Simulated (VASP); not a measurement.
# Ti (P6/mmm) in VASP: relaxation of cell and atoms with LDA

Aim: the relaxation of cell and atoms of Ti with LDA.

Program: VASP 6.6.1. These are calculated values, not measurements. Logs are shortened: lines on timing, memory, paths and dates and some standing lists are left out, and cuts for length are marked.

## (1) The cell of the first run

The structure is hexagonal, space group P6/mmm (No. 191). The conventional cell has a = 4.580 Å, b = 4.580 Å, c = 2.831 Å, α = 90.00°, β = 90.00°, γ = 120.00°. Ti (site symmetry 6/mmm) has 14 Ti at 2.83 to 3.00 Å within 3.7 Å. Within 3.5 Å of Ti (site symmetry -6m2) lie 11 Ti at 2.64 to 3.00 Å.

This isn't the form of Ti at room conditions, which is hcp.

## (2) Relaxation of cell and atoms, LDA

File INCAR:

```
SYSTEM = Ti
ALGO = Fast
EDIFF = 1E-6
EDIFFG = -0.005
ENCUT = 600
GGA = CA
IBRION = 2
ISIF = 3
ISMEAR = 0
LASPH = .TRUE.
LCHARG = .FALSE.
LREAL = .FALSE.
LWAVE = .FALSE.
NELM = 80
NSW = 70
PREC = Accurate
SIGMA = 0.1
```

File KPOINTS:

```
k-points
0
G
  12 12 14
  0 0 0
```

File POSCAR:

```
Ti
1.0
    4.5797920052      0.0000000000      0.0000000000
   -2.2898960026      3.9662162205      0.0000000000
    0.0000000000      0.0000000000      2.8314061317
Ti
3
Direct
    0.0000000000      0.0000000000      0.0000000000
    0.3333333333      0.6666666667      0.5000000000
    0.6666666667      0.3333333333      0.5000000000
```

Potentials or basis: VASP PAW LDA potentials, release 64 (Ti_sv).

Run with:

```
$ cat potpaw_LDA.64/Ti_sv/POTCAR > POTCAR
$ mpirun -np 1 vasp_std > vasp.out
```

OUTCAR:

```text
SYSTEM = Ti
   EDIFF = 1E-6
   EDIFFG = -0.005
   ENCUT = 600
   GGA = CA
   IBRION = 2
   ISIF = 3
   ISMEAR = 0
   LASPH = .TRUE.
   LREAL = .FALSE.
   NELM = 80
   NSW = 70
   PREC = Accurate

 ion  position               nearest neighbor table
   1  0.000  0.000  0.000-
   2  0.333  0.667  0.500-   3 2.64   3 2.64   3 2.64
   3  0.667  0.333  0.500-   2 2.64   2 2.64   2 2.64

  LATTYP: Found a hexagonal cell.
 ALAT       =     4.5797920052
 C/A-ratio  =     0.6182390223

  Lattice vectors:

 A1 = (   4.5797920052,   0.0000000000,   0.0000000000)
 A2 = (  -2.2898960026,   3.9662162205,   0.0000000000)
 A3 = (   0.0000000000,   0.0000000000,   2.8314061317)

Analysis of symmetry for initial positions (statically):
=====================================================================
 Subroutine PRICEL returns:
 Original cell was already a primitive cell.

 Routine SETGRP: Setting up the symmetry group for a
 hexagonal supercell.

 Subroutine GETGRP returns: Found 24 space group operations
 (whereof 24 operations were pure point group operations)
 out of a pool of 24 trial point group operations.

The static configuration has the point symmetry D_6h.

Analysis of symmetry for dynamics (positions and initial velocities):
=====================================================================
 Subroutine PRICEL returns:
 Original cell was already a primitive cell.

 Routine SETGRP: Setting up the symmetry group for a
 hexagonal supercell.

 Subroutine GETGRP returns: Found 24 space group operations
 (whereof 24 operations were pure point group operations)
 out of a pool of 24 trial point group operations.

The dynamic configuration has the point symmetry D_6h.

 Subroutine INISYM returns: Found 24 space group operations
 (whereof 24 operations are pure point group operations),
 and found     1 'primitive' translations

----------------------------------------------------------------------------------------

                                     Primitive cell

  volume of cell :      51.4309

  direct lattice vectors                    reciprocal lattice vectors
     4.579792005  0.000000000  0.000000000     0.218350527  0.126064736  0.000000000
    -2.289896003  3.966216220  0.000000000     0.000000000  0.252129472  0.000000000
     0.000000000  0.000000000  2.831406132     0.000000000  0.000000000  0.353181407

  length of vectors
     4.579792005  4.579792005  2.831406132     0.252129472  0.252129472  0.353181407

  position of ions in fractional coordinates (direct lattice)
     0.000000000  0.000000000  0.000000000
     0.333333333  0.666666667  0.500000000
     0.666666667  0.333333333  0.500000000

  ion indices of the primitive-cell ions
   primitive index   ion index
                 1           1
                 2           2
                 3           3

----------------------------------------------------------------------------------------

 KPOINTS: k-points

Automatic generation of k-mesh.
 Grid dimensions read from file:
 generate k-points for:   12   12   14

 Generating k-lattice:

  Cartesian coordinates                     Fractional coordinates (reciprocal lattice)
     0.018195877  0.010505395  0.000000000     0.083333333 -0.000000000  0.000000000
     0.000000000  0.021010789  0.000000000     0.000000000  0.083333333  0.000000000
     0.000000000  0.000000000  0.025227243     0.000000000  0.000000000  0.071428571

  Length of vectors
     0.021010789  0.021010789  0.025227243

  Shift w.r.t. Gamma in fractional coordinates (k-lattice)
     0.000000000  0.000000000  0.000000000

 Subroutine IBZKPT returns following result:
 ===========================================

 Found    152 irreducible k-points:

 Following reciprocal coordinates:
            Coordinates               Weight
  0.000000  0.000000  0.000000      1.000000
  0.083333 -0.000000  0.000000      6.000000
  0.166667  0.000000  0.000000      6.000000
  0.250000 -0.000000  0.000000      6.000000
  0.333333 -0.000000  0.000000      6.000000
  0.416667 -0.000000  0.000000      6.000000
[... 16 lines left out ...]
  0.250000 -0.000000  0.071429     12.000000
  0.333333 -0.000000  0.071429     12.000000
 [... further k-points ...]
   k-points           NKPTS =    152   k-points in BZ     NKDIM =    152   number of bands    NBANDS=     22
   number of dos      NEDOS =    301   number of ions     NIONS =      3
   total plane-waves  NPLWV =  38400
   dimension x,y,z NGX =    40 NGY =   40 NGZ =   24
   dimension x,y,z NGXF=    80 NGYF=   80 NGZF=   48
   ions per type =               3
   NGX,Y,Z   is equivalent  to a cutoff of  14.52, 14.52, 14.09 a.u.
   NGXF,Y,Z  is equivalent  to a cutoff of  29.04, 29.04, 28.18 a.u.
 SYSTEM =  Ti
   PREC   = accura    normal or accurate (medium, high low for compatibility)
   ISTART =      0    job   : 0-new  1-cont  2-samecut
   ICHARG =      2    charge: 1-file 2-atom 10-const
   ISPIN  =      1    spin polarized calculation?
   LNONCOLLINEAR =      F non collinear calculations
   LSORBIT =      F    spin-orbit coupling
   LASPH  =      T    aspherical Exc in radial PAW
   ENCUT  =  600.0 eV  44.10 Ry    6.64 a.u.   9.15  9.15  5.66*2*pi/ulx,y,z
   NELM   =     80;   NELMIN=  2; NELMDL= -5     # of ELM steps
   EDIFF  = 0.1E-05   stopping-criterion for ELM
   LREAL  =      F    real-space projection
   EDIFFG = -.5E-02   stopping-criterion for IOM
   NSW    =     70    number of steps for IOM
   IBRION =      2    ionic relax: 0-MD 1-quasi-New 2-CG
   NFREE  =      1    steps in history (QN), initial steepest desc. (CG)
   ISIF   =      3    stress and relaxation
   ISYM   =      2    0-nonsym 1-usesym 2-fastsym
   POTIM  = 0.5000    time-step for ionic-motion
   TEBEG  =    0.0;   TEEND  =   0.0 temperature during run
   PSTRESS=    0.0 pullay stress
   NELECT =      36.0000    total number of electrons
   NUPDOWN=      -1.0000    fix difference up-down
   EMIN   =  10.00;   EMAX   =-10.00  energy-range for DOS
   EFERMI =   0.00;   METHOD = LEGACY
   ISMEAR =     0;   SIGMA  =   0.10  broadening in eV -4-tet -1-fermi 0-gaus
   EFERMI_NEDOS =   21; number of points for ismear=-14 and -15
   IALGO  =     68    algorithm
   IMIX   =      4    mixing-type and parameters
     AMIX     =   0.40;   BMIX     =  1.00
     AMIX_MAG =   1.60;   BMIX_MAG =  1.00
  volume/ion in A,a.u.               =      17.14       115.69
  Fermi-wavevector in a.u.,A,eV,Ry     =   1.453564  2.746838 28.747056  2.112849
  Thomas-Fermi vector in A             =   2.570816
   LORBIT       =      0    0 simple, 1 ext, 2 COOP (PROOUT), +10 PAW based schemes
   GGA     = CA    functional components
   LHFCALC =     F    Hartree Fock is set to
   AEXX    =    0.0000 exact exchange contribution
   IVDW    =     0    specifies the selected vdW correction
   LEPSILON=     F    determine dielectric tensor
   LRPA    =     F    only Hartree local field effects (RPA)
 conjugate gradient relaxation of ions
 non-spin polarized calculation
 RMM-DIIS sequential band-by-band and
 Gauss-broadening in eV      SIGMA  =   0.10
  energy-cutoff  :      600.00
  volume of cell :       51.43
 maximum number of plane-waves:      1734
 NGX is ok and might be reduce to    40
   NGX = 19   NGY = 19   NGZ = 11

--------------------------------------- Ionic step        1  -------------------------------------------

 number of electron      35.9999998 magnetization

 Free energy of the ion-electron system (eV)
  ---------------------------------------------------
  ext. energy  EPLUGINS =         0.00000000
  ---------------------------------------------------
  free energy    TOTEN  =       -25.61113377 eV

  energy without entropy =      -25.59655529  energy(sigma->0) =      -25.60384453

------------------------ aborting loop because EDIFF is reached ----------------------------------------

  FORCE on cell =-STRESS in cart. coord.  units (eV):
  Direction    XX          YY          ZZ          XY          YZ          ZX
  --------------------------------------------------------------------------------------
  -------------------------------------------------------------------------------------
  Total       -2.9265087     -2.9265087     -2.7144275      0.0000000     -0.0000000      0.0000000
  in kB      -91.1666702    -91.1666702    -84.5599129      0.0000000     -0.0000000      0.0000000
  external PRESSURE =     -88.9644177 kB  Pullay stress =       0.0000000 kB
[... 24 lines left out ...]
--------------------------------------- Ionic step        2  -------------------------------------------

 number of electron      36.0000003 magnetization

------------------------ aborting loop EDIFF was not reached (unconverged)  ----------------------------

  FORCE on cell =-STRESS in cart. coord.  units (eV):
  Direction    XX          YY          ZZ          XY          YZ          ZX
  --------------------------------------------------------------------------------------
  -------------------------------------------------------------------------------------
  Total        2.2644255      2.2644255      2.6150184      0.0000000      0.0000000      0.0000000
  in kB       81.2264139     81.2264139     93.8024103      0.0000000      0.0000000      0.0000000
  external PRESSURE =      85.4184127 kB  Pullay stress =       0.0000000 kB
[... 55 lines left out ...]
  FREE ENERGIE OF THE ION-ELECTRON SYSTEM (eV)
  ---------------------------------------------------
  free  energy   TOTEN  =       -25.7258267937 eV

  energy  without entropy=      -25.7111965465  energy(sigma->0) =      -25.71851167

[... ionic steps 4 to 8 ...]

--------------------------------------- Ionic step        9  -------------------------------------------

 number of electron      36.0000001 magnetization

------------------------ aborting loop because EDIFF is reached ----------------------------------------
[... 69 lines left out ...]
--------------------------------------- Ionic step       11  -------------------------------------------

 number of electron      36.0000001 magnetization

 Free energy of the ion-electron system (eV)
  ---------------------------------------------------
  ext. energy  EPLUGINS =         0.00000000
  ---------------------------------------------------
  free energy    TOTEN  =       -25.72633964 eV

  energy without entropy =      -25.71173216  energy(sigma->0) =      -25.71903590

 E-fermi :   8.9997     XC(G=0): -12.2386

 val. band max:        8.9933689758   @ k =   0.2500   0.2500   0.3571
 cond. band min:       9.0017640726   @ k =   0.0000   0.0000   0.0000
 fundamental gap:      0.0083950968
 Fermi energy:         8.9997454363

 k-point     1 :       0.0000    0.0000    0.0000
  band No.  band energies     occupation
      1     -47.0544      2.00000
      2     -46.7878      2.00000
      3     -46.5663      2.00000
      4     -23.7854      2.00000
      5     -23.7854      2.00000
      6     -23.7303      2.00000
[... 589 lines left out ...]
     21       9.7500      0.00000
     22      10.1773      0.00000

 [... further k-points ...]
[... 5 lines left out ...]
  --------------------------------------------------------------------------------------
  -------------------------------------------------------------------------------------
  Total        0.0079454      0.0079454      0.0072335      0.0000000      0.0000000     -0.0000000
  in kB        0.2682294      0.2682294      0.2441953      0.0000000      0.0000000     -0.0000000
  external PRESSURE =       0.2602180 kB  Pullay stress =       0.0000000 kB
[... 18 lines left out ...]
  FREE ENERGIE OF THE ION-ELECTRON SYSTEM (eV)
  ---------------------------------------------------
  free  energy   TOTEN  =       -25.7263396375 eV

  energy  without entropy=      -25.7117321568  energy(sigma->0) =      -25.71903590

 reached required accuracy - stopping structural energy minimisation
```

Wall time 24 min (1 thread of Intel Xeon 6975P-C (Granite Rapids), shared host); peak memory 0.31 GiB.

What came out:

| Item | Value |
| --- | --- |
| Free energy | -25.7263 eV |
| Relaxed volume | 15.82 Å³/atom |
| Relaxed cell | a = 4.448 Å, b = 4.448 Å, c = 2.769 Å, α = 90.00°, β = 90.00°, γ = 120.00° |
| Space group after relaxing (to 0.1 Å) | P6/mmm (No. 191) |
| Energy gained by relaxing | 38.4 meV/atom |
| Ionic steps | 11 |
| Pressure after relaxing | 0.0 GPa |
| Band gap on the k mesh | zero (bands 18 and 19 overlap by 0.39 eV) |

The path:
```csv
step,energy change (eV),largest force (eV/Å),pressure (GPa),volume (Å³)
1,0.0000,0.0000,-8.90,51.43
2,-0.0415,0.0000,8.54,44.67
3,-0.1147,0.0000,-0.06,47.54
4,-0.1147,0.0000,0.01,47.47
5,-0.1147,0.0000,0.22,47.39
6,-0.1151,0.0000,0.28,47.39
7,-0.1151,0.0000,0.28,47.38
8,-0.1152,0.0000,-0.02,47.56
9,-0.1152,0.0000,-0.17,47.55
10,-0.1152,0.0000,-0.06,47.49
11,-0.1152,0.0000,0.03,47.46
```

Final structure:
```xyz
3
Lattice="4.4484 0.0000 0.0000 -2.2242 3.8524 0.0000 0.0000 0.0000 2.7694" Properties=species:S:1:pos:R:3 pbc="T T T"
Ti    0.0000    0.0000    0.0000
Ti    0.0000    2.5683    1.3847
Ti    2.2242    1.2841    1.3847
```
